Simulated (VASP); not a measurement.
# Sn2F (F-43m) in VASP: single point with PBE

Aim: the single point of Sn2F with PBE.

Program: VASP 6.6.1. These are calculated values, not measurements. Logs are shortened: lines on timing, memory, paths and dates and some standing lists are left out, and cuts for length are marked.

### Step 1. The cell of the first run

Symmetry: F-43m, No. 216, cubic system. Conventional cell: a = 6.305 Å, b = 6.305 Å, c = 6.305 Å, α = 90.00°, β = 90.00°, γ = 90.00°. Sn (site symmetry -43m) has 4 Sn at 2.73 Å and 4 F at 2.73 Å within 3.6 Å. Sn (site symmetry -43m) has 4 Sn at 2.73 Å and 6 F at 3.15 Å within 3.6 Å. Within 3.6 Å of F (site symmetry -43m) lie 10 Sn at 2.73 to 3.15 Å.

### Step 2. Single point, PBE

Contents of INCAR:

```
PREC = Accurate
ENCUT = 520
EDIFF = 1E-6
ISMEAR = 0
SIGMA = 0.1
LREAL = False
LASPH = True
NELM = 100
ALGO = Normal
ISIF = 2
LWAVE = False
LCHARG = False
GGA = PE
NBANDS = 24
```

Contents of KPOINTS:

```
Automatic mesh
0
Gamma
  6 6 6
```

Contents of POSCAR:

```
Sn2F
1.0
    0.0000000000      3.1527198700      3.1527198700
    3.1527198700      0.0000000000      3.1527198700
    3.1527198700      3.1527198700      0.0000000000
Sn F
2 1
Direct
    0.7500000000      0.7500000000      0.7500000000
    0.5000000000      0.5000000000      0.5000000000
    0.0000000000      0.0000000000      0.0000000000
```

Potentials or basis: VASP PAW PBE potentials, release 64 (Sn_d, F).

Command:

```bash
cat potpaw_PBE.64/Sn_d/POTCAR potpaw_PBE.64/F/POTCAR > POTCAR
mpirun -np 1 vasp_std > vasp.out
```

OUTCAR:

```text
PREC = Accurate
   ENCUT = 520
   EDIFF = 1E-6
   ISMEAR = 0
   LREAL = False
   LASPH = True
   NELM = 100
   ISIF = 2
   GGA = PE

 ion  position               nearest neighbor table
   1  0.750  0.750  0.750-   2 2.73   2 2.73   2 2.73   2 2.73   3 2.73   3 2.73   3 2.73   3 2.73

   2  0.500  0.500  0.500-   1 2.73   1 2.73   1 2.73   1 2.73
   3  0.000  0.000  0.000-   1 2.73   1 2.73   1 2.73   1 2.73

  LATTYP: Found a face centered cubic cell.
 ALAT       =     6.3054397400

  Lattice vectors:

 A1 = (   0.0000000000,   3.1527198700,   3.1527198700)
 A2 = (   3.1527198700,   0.0000000000,   3.1527198700)
 A3 = (   3.1527198700,   3.1527198700,   0.0000000000)

Analysis of symmetry for initial positions (statically):
=====================================================================
 Subroutine PRICEL returns:
 Original cell was already a primitive cell.

 Routine SETGRP: Setting up the symmetry group for a
 face centered cubic supercell.

 Subroutine GETGRP returns: Found 24 space group operations
 (whereof 24 operations were pure point group operations)
 out of a pool of 48 trial point group operations.

The static configuration has the point symmetry T_d .

Analysis of symmetry for dynamics (positions and initial velocities):
=====================================================================
 Subroutine PRICEL returns:
 Original cell was already a primitive cell.

 Routine SETGRP: Setting up the symmetry group for a
 face centered cubic supercell.

 Subroutine GETGRP returns: Found 24 space group operations
 (whereof 24 operations were pure point group operations)
 out of a pool of 48 trial point group operations.

The dynamic configuration has the point symmetry T_d .

 Subroutine INISYM returns: Found 24 space group operations
 (whereof 24 operations are pure point group operations),
 and found     1 'primitive' translations

----------------------------------------------------------------------------------------

                                     Primitive cell

  volume of cell :      62.6738

  direct lattice vectors                    reciprocal lattice vectors
     0.000000000  3.152719870  3.152719870    -0.158593221  0.158593221  0.158593221
     3.152719870  0.000000000  3.152719870     0.158593221 -0.158593221  0.158593221
     3.152719870  3.152719870  0.000000000     0.158593221  0.158593221 -0.158593221

  length of vectors
     4.458619199  4.458619199  4.458619199     0.274691517  0.274691517  0.274691517

  position of ions in fractional coordinates (direct lattice)
     0.750000000  0.750000000  0.750000000
     0.500000000  0.500000000  0.500000000
     0.000000000  0.000000000  0.000000000

  ion indices of the primitive-cell ions
   primitive index   ion index
                 1           1
                 2           2
                 3           3

----------------------------------------------------------------------------------------

 KPOINTS: Automatic mesh

Automatic generation of k-mesh.
 Grid dimensions read from file:
 generate k-points for:    6    6    6

 Generating k-lattice:

  Cartesian coordinates                     Fractional coordinates (reciprocal lattice)
    -0.026432204  0.026432204  0.026432204     0.166666667  0.000000000  0.000000000
     0.026432204 -0.026432204  0.026432204     0.000000000  0.166666667  0.000000000
     0.026432204  0.026432204 -0.026432204     0.000000000  0.000000000  0.166666667

  Length of vectors
     0.045781920  0.045781920  0.045781920

  Shift w.r.t. Gamma in fractional coordinates (k-lattice)
     0.000000000  0.000000000  0.000000000

 Subroutine IBZKPT returns following result:
 ===========================================

 Found     16 irreducible k-points:

 Following reciprocal coordinates:
            Coordinates               Weight
  0.000000  0.000000  0.000000      1.000000
  0.166667  0.000000  0.000000      8.000000
  0.333333  0.000000  0.000000      8.000000
  0.500000  0.000000  0.000000      4.000000
  0.166667  0.166667  0.000000      6.000000
  0.333333  0.166667  0.000000     24.000000
[... 8 lines left out ...]
 -0.333333  0.333333  0.166667     24.000000
 -0.333333  0.500000  0.166667     12.000000
   k-points           NKPTS =     16   k-points in BZ     NKDIM =     16   number of bands    NBANDS=     24
   number of dos      NEDOS =    301   number of ions     NIONS =      3
   total plane-waves  NPLWV =  46656
   dimension x,y,z NGX =    36 NGY =   36 NGZ =   36
   dimension x,y,z NGXF=    72 NGYF=   72 NGZF=   72
   ions per type =               2   1
   NGX,Y,Z   is equivalent  to a cutoff of  13.42, 13.42, 13.42 a.u.
   NGXF,Y,Z  is equivalent  to a cutoff of  26.85, 26.85, 26.85 a.u.
 SYSTEM =  unknown system
   PREC   = accura    normal or accurate (medium, high low for compatibility)
   ISTART =      0    job   : 0-new  1-cont  2-samecut
   ICHARG =      2    charge: 1-file 2-atom 10-const
   ISPIN  =      1    spin polarized calculation?
   LNONCOLLINEAR =      F non collinear calculations
   LSORBIT =      F    spin-orbit coupling
   LASPH  =      T    aspherical Exc in radial PAW
   ENCUT  =  520.0 eV  38.22 Ry    6.18 a.u.   8.29  8.29  8.29*2*pi/ulx,y,z
   NELM   =    100;   NELMIN=  2; NELMDL= -5     # of ELM steps
   EDIFF  = 0.1E-05   stopping-criterion for ELM
   LREAL  =      F    real-space projection
   EDIFFG = 0.1E-04   stopping-criterion for IOM
   NSW    =      0    number of steps for IOM
   IBRION =     -1    ionic relax: 0-MD 1-quasi-New 2-CG
   NFREE  =      0    steps in history (QN), initial steepest desc. (CG)
   ISIF   =      2    stress and relaxation
   ISYM   =      2    0-nonsym 1-usesym 2-fastsym
   POTIM  = 0.5000    time-step for ionic-motion
   TEBEG  =    0.0;   TEEND  =   0.0 temperature during run
   PSTRESS=    0.0 pullay stress
   NELECT =      35.0000    total number of electrons
   NUPDOWN=      -1.0000    fix difference up-down
   EMIN   =  10.00;   EMAX   =-10.00  energy-range for DOS
   EFERMI =   0.00;   METHOD = LEGACY
   ISMEAR =     0;   SIGMA  =   0.10  broadening in eV -4-tet -1-fermi 0-gaus
   EFERMI_NEDOS =   21; number of points for ismear=-14 and -15
   IALGO  =     38    algorithm
   IMIX   =      4    mixing-type and parameters
     AMIX     =   0.40;   BMIX     =  1.00
     AMIX_MAG =   1.60;   BMIX_MAG =  1.00
  volume/ion in A,a.u.               =      20.89       140.98
  Fermi-wavevector in a.u.,A,eV,Ry     =   1.348141  2.547618 24.728390  1.817485
  Thomas-Fermi vector in A             =   2.475835
   LORBIT       =      0    0 simple, 1 ext, 2 COOP (PROOUT), +10 PAW based schemes
   GGA     = PE    functional components
   LHFCALC =     F    Hartree Fock is set to
   AEXX    =    0.0000 exact exchange contribution
   IVDW    =     0    specifies the selected vdW correction
   LEPSILON=     F    determine dielectric tensor
   LRPA    =     F    only Hartree local field effects (RPA)
 non-spin polarized calculation
 Gauss-broadening in eV      SIGMA  =   0.10
  energy-cutoff  :      520.00
  volume of cell :       62.67
 maximum number of plane-waves:      1711
 NGX is ok and might be reduce to    36
   NGX = 17   NGY = 17   NGZ = 17

 number of electron      35.0000007 magnetization

 Free energy of the ion-electron system (eV)
  ---------------------------------------------------
  ext. energy  EPLUGINS =         0.00000000
  ---------------------------------------------------
  free energy    TOTEN  =       -10.90330147 eV

  energy without entropy =      -10.87778063  energy(sigma->0) =      -10.89054105

 E-fermi :   6.2705     XC(G=0): -10.1164

 val. band max:        6.2489949396   @ k =   0.5000   0.5000   0.0000
 cond. band min:       6.3105651124   @ k =   0.3333   0.3333   0.0000
 fundamental gap:      0.0615701728
 Fermi energy:         6.2704523142

 k-point     1 :       0.0000    0.0000    0.0000
  band No.  band energies     occupation
      1     -15.4349      2.00000
      2     -14.9110      2.00000
      3     -14.9110      2.00000
      4     -14.9110      2.00000
      5     -14.8340      2.00000
      6     -14.8340      2.00000
[... 16 lines left out ...]
     23      14.0948      0.00000
     24      15.3019      0.00000

 k-point     2 :       0.1667    0.0000    0.0000
  band No.  band energies     occupation
      1     -15.4441      2.00000
      2     -14.9310      2.00000
      3     -14.9310      2.00000
      4     -14.8887      2.00000
      5     -14.8047      2.00000
      6     -14.8047      2.00000
[... 16 lines left out ...]
     23      15.1208      0.00000
     24      15.3363      0.00000

 k-point     3 :       0.3333    0.0000    0.0000
  band No.  band energies     occupation
      1     -15.4602      2.00000
      2     -14.9498      2.00000
      3     -14.9498      2.00000
      4     -14.8505      2.00000
      5     -14.7705      2.00000
      6     -14.7705      2.00000
[... 16 lines left out ...]
     23      15.8278      0.00000
     24      15.8281      0.00000

 k-point     4 :       0.5000    0.0000    0.0000
  band No.  band energies     occupation
      1     -15.4677      2.00000
      2     -14.9548      2.00000
      3     -14.9548      2.00000
      4     -14.8352      2.00000
      5     -14.7603      2.00000
      6     -14.7603      2.00000
[... 16 lines left out ...]
     23      16.5849      0.00000
     24      16.5849      0.00000

 k-point     5 :       0.1667    0.1667    0.0000
  band No.  band energies     occupation
      1     -15.4500      2.00000
      2     -14.9282      2.00000
      3     -14.9282      2.00000
      4     -14.9035      2.00000
      5     -14.8067      2.00000
      6     -14.7696      2.00000
[... 235 lines left out ...]
 k-point    14 :       0.5000    0.3333    0.1667
  band No.  band energies     occupation
      1     -15.4924      2.00000
      2     -14.9765      2.00000
      3     -14.9334      2.00000
      4     -14.8178      2.00000
      5     -14.7285      2.00000
      6     -14.6818      2.00000
[... 16 lines left out ...]
     23      16.0509      0.00000
     24      16.3596      0.00000

 k-point    15 :      -0.3333    0.3333    0.1667
  band No.  band energies     occupation
      1     -15.5048      2.00000
      2     -14.9853      2.00000
      3     -14.9204      2.00000
      4     -14.7943      2.00000
      5     -14.6925      2.00000
      6     -14.6760      2.00000
[... 16 lines left out ...]
     23      15.5093      0.00000
     24      17.2744      0.00000

 k-point    16 :      -0.3333    0.5000    0.1667
  band No.  band energies     occupation
      1     -15.5150      2.00000
      2     -14.9908      2.00000
      3     -14.9298      2.00000
      4     -14.7554      2.00000
      5     -14.7157      2.00000
      6     -14.6602      2.00000
[... 16 lines left out ...]
     23      17.2916      0.00000
     24      17.6555      0.00000

------------------------ aborting loop because EDIFF is reached ----------------------------------------

  FORCE on cell =-STRESS in cart. coord.  units (eV):
  Direction    XX          YY          ZZ          XY          YZ          ZX
  --------------------------------------------------------------------------------------
  -------------------------------------------------------------------------------------
  Total        4.8685080      4.8685080      4.8685080      0.0000000     -0.0000000     -0.0000000
  in kB      124.4572847    124.4572847    124.4572847      0.0000000     -0.0000000     -0.0000000
  external PRESSURE =     124.4572847 kB  Pullay stress =       0.0000000 kB

 VOLUME and BASIS-vectors are now :
 -----------------------------------------------------------------------------
  energy-cutoff  :      520.00
  volume of cell :       62.67
      direct lattice vectors                 reciprocal lattice vectors
     0.000000000  3.152719870  3.152719870    -0.158593221  0.158593221  0.158593221
     3.152719870  0.000000000  3.152719870     0.158593221 -0.158593221  0.158593221
     3.152719870  3.152719870  0.000000000     0.158593221  0.158593221 -0.158593221

 POSITION                                       TOTAL-FORCE (eV/Angst)
 -----------------------------------------------------------------------------------
      4.72908      4.72908      4.72908         0.000000      0.000000      0.000000
      3.15272      3.15272      3.15272        -0.000000     -0.000000     -0.000000
      0.00000      0.00000      0.00000         0.000000     -0.000000     -0.000000
 -----------------------------------------------------------------------------------
    total drift:                                0.000000      0.000000      0.000000

  FREE ENERGIE OF THE ION-ELECTRON SYSTEM (eV)
  ---------------------------------------------------
  free  energy   TOTEN  =       -10.9033014724 eV

  energy  without entropy=      -10.8777806284  energy(sigma->0) =      -10.89054105
```

Run time: 19 s. Hardware: 1 thread of AMD EPYC 9R45 (Zen 5), shared host; peak memory 0.17 GiB.

What came out:

| Property | Result |
| --- | --- |
| Free energy | -10.9033 eV |
| Pressure | 12.4 GPa |

Caveat: spin-orbit coupling is left out, which moves the levels of the heavy elements; an odd number of electrons without spin polarisation forces a metal; a magnetic or distorted state may lie lower.
